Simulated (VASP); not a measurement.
A run of VASP 6.6.1 is set up as follows.

The input INCAR:

```
ALGO = Normal
EDIFF = 1E-6
ENCUT = 520
GGA = PE
ISIF = 2
ISMEAR = 0
LASPH = True
LCHARG = False
LREAL = False
LWAVE = False
NBANDS = 26
NELM = 60
PREC = Accurate
SIGMA = 0.1
```

KPOINTS

```
k-points
0
Gamma
  8 8 8
```

Contents of POSCAR:

```
CdSeS3
1.0
    4.8075003668      0.0000000000      0.0000000000
    0.0000000000      4.8075003668      0.0000000000
    0.0000000000      0.0000000000      4.8075003668
Cd Se S
1 1 3
Direct
    0.0000000000      0.0000000000      0.0000000000
    0.5000000000      0.5000000000      0.5000000000
    0.5000000000      0.5000000000      0.0000000000
    0.0000000000      0.5000000000      0.5000000000
    0.5000000000      0.0000000000      0.5000000000
```

Potentials or basis: VASP PAW PBE potentials, release 64 (Cd, Se, S).

The run is started by

```console
$ cat potpaw_PBE.64/Cd/POTCAR potpaw_PBE.64/Se/POTCAR potpaw_PBE.64/S/POTCAR > POTCAR
$ mpirun -np 1 vasp_std > vasp.out
```

Question: What does it give for the band gap on the k mesh?

Answer: Zero (band 18 reaches 3.32 eV, above the bottom of band 19 at 2.42 eV).

Question: Predict the pressure.

Answer: 0.0 GPa.
